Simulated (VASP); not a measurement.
Wanted: the native input for a VASP 6.6.1 run.

| Property | Result |
| --- | --- |
| Task | single point |
| Functional | PBE |
| Potentials or basis | VASP PAW PBE potentials, release 64 (Sn_d, Te) |
| Cutoff | 520 eV |
| k mesh | 10 × 10 × 10 |
| Occupations | fermi-dirac, width 0.2 eV |
| Spin | no spin polarisation |
| Dipole correction | no |
| Further INCAR settings | ALGO = Normal; EDIFF = 1e-06; NBANDS = 24 |

The structure of SnTe3 lies in POSCAR:

```
SnTe3
1.0
    0.0000000000      3.8612190000      3.8612190000
    3.8612190000      0.0000000000      3.8612190000
    3.8612190000      3.8612190000      0.0000000000
Sn Te
1 3
Direct
    0.0000000000      0.0000000000      0.0000000000
    0.2500000000      0.2500000000      0.2500000000
    0.7500000000      0.7500000000      0.7500000000
    0.5000000000      0.5000000000      0.5000000000
```

These files were run (other wordings do the same):

INCAR

```
PREC     = Accurate       # precision mode
ENCUT    = 520            # plane-wave cutoff, eV
EDIFF    = 1E-6           # SCF threshold, eV
ISMEAR   = -1             # smearing method
SIGMA    = 0.2            # smearing width, eV
LREAL    = False          # projectors in reciprocal space
LASPH    = True           # aspherical terms in the spheres
NELM     = 100            # most SCF steps
ALGO     = Normal         # electronic algorithm
ISIF     = 2              # what is computed and relaxed
LWAVE    = False          # write WAVECAR
LCHARG   = False          # write CHGCAR
GGA      = PE             # functional
NBANDS   = 24             # bands
```

KPOINTS

```
Automatic mesh
0
Gamma
  10 10 10
```

Potentials or basis: VASP PAW PBE potentials, release 64 (Sn_d, Te).

The run is started by

```console
$ cat potpaw_PBE.64/Sn_d/POTCAR potpaw_PBE.64/Te/POTCAR > POTCAR
$ mpirun -np 1 vasp_std > vasp.out
```

It gave:

```json
{"Pressure": "0.2 GPa", "Band gap on the k mesh": "zero (band 16 reaches 8.11 eV, above the bottom of band 17 at 5.87 eV)"}
```

Caveat: spin-orbit coupling is left out, which moves the levels of the heavy elements.

Wall time 2.3 min on 1 thread of AMD EPYC 7R43 64-Core Processor (Zen 3) (shared host), peak memory 0.3 GiB.
